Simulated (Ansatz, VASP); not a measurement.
**One calculation of SnO2, two programs**

The input INCAR:

```
SYSTEM = SnO2
PREC = Accurate ; ENCUT = 520
EDIFF = 1E-6 ; ISMEAR = 0
SIGMA = 0.05 ; LREAL = .False.
LASPH = .True. ; NELM = 100
ALGO = Normal ; ISIF = 2
LWAVE = .False. ; LCHARG = .False.
GGA = PE ; NBANDS = 35
```

KPOINTS

```
regular mesh
0
Gamma
  6 6 8
  0 0 0
```

POSCAR

```
SnO2
1.0
    4.8277932898      0.0000000000      0.0000000000
    0.0000000000      4.8278069739      0.0000000000
    0.0000000000      0.0000000000      3.2379014683
Sn O
2 4
Direct
    0.5000000000      0.5000000000      0.5000000000
    0.0000000000      0.0000000000      0.0000000000
    0.3434840913      0.2697233079      0.0000000000
    0.8434840913      0.2302766921      0.5000000000
    0.1565159087      0.7697233079      0.5000000000
    0.6565159087      0.7302766921      0.0000000000
```

Input for Ansatz:

```yaml
crystal:
  lattice:
    - [4.8277932898, 0.0, 0.0]
    - [0.0, 4.8278069739, 0.0]
    - [0.0, 0.0, 3.2379014683]
  atoms:
    - { symbol: Sn, position: [0.5, 0.5, 0.5] }
    - { symbol: Sn, position: [0.0, 0.0, 0.0] }
    - { symbol: O, position: [0.3434840913, 0.2697233079, 0.0] }
    - { symbol: O, position: [0.8434840913, 0.2302766921, 0.5] }
    - { symbol: O, position: [0.1565159087, 0.7697233079, 0.5] }
    - { symbol: O, position: [0.6565159087, 0.7302766921, 0.0] }
basis:
  ecutwfc: 520.0
kpoints:
  mp_grid: { grid: [6, 6, 8] }
hamiltonian:
  xc: pbe
  pseudopotentials: { kind: paw, azcp: { folder: soft_1 } }
scf:
  occupations: { method: gaussian, width: 0.05 }
output:
  forces: true
  stress: true
  eigenvalues: true
```

Change from the starting cell: mode 4 frozen in at +0.252 Å and mode 7 at +0.000 Å (largest displacements).

Alike in both runs: task single point; functional PBE; k mesh 6 × 6 × 8; occupations gaussian, width 0.05 eV; no spin polarisation.

```csv
,VASP,Ansatz
version,VASP 6.6.1,Ansatz 0.2.0
potentials or method,"VASP PAW PBE potentials, release 64 (Sn_d, O), cutoff 520 eV","scalar-relativistic, plane waves, PAW"
valence electrons in the cell,52,52
```

Ansatz gave:

| Quantity | Value |
| --- | --- |
| gap on the k mesh at the Fermi level (eV) | 1.04 |
| least direct gap on the mesh (eV) | 1.18 |
| pressure (GPa) | -2.3 |
| traceless stress, the component that is largest in VASP (GPa) | -1.19 |
| rms of the force components (eV/Å) | 0.157 |

Estimate VASP's values.

gap on the k mesh at the Fermi level (eV): 1.03; least direct gap on the mesh (eV): 1.17; pressure (GPa): -1.7; traceless stress, the component that is largest in VASP (GPa): -1.26; rms of the force components (eV/Å): 0.150.

Atom by atom the forces differ by 0.009 eV/Å (rms over components).
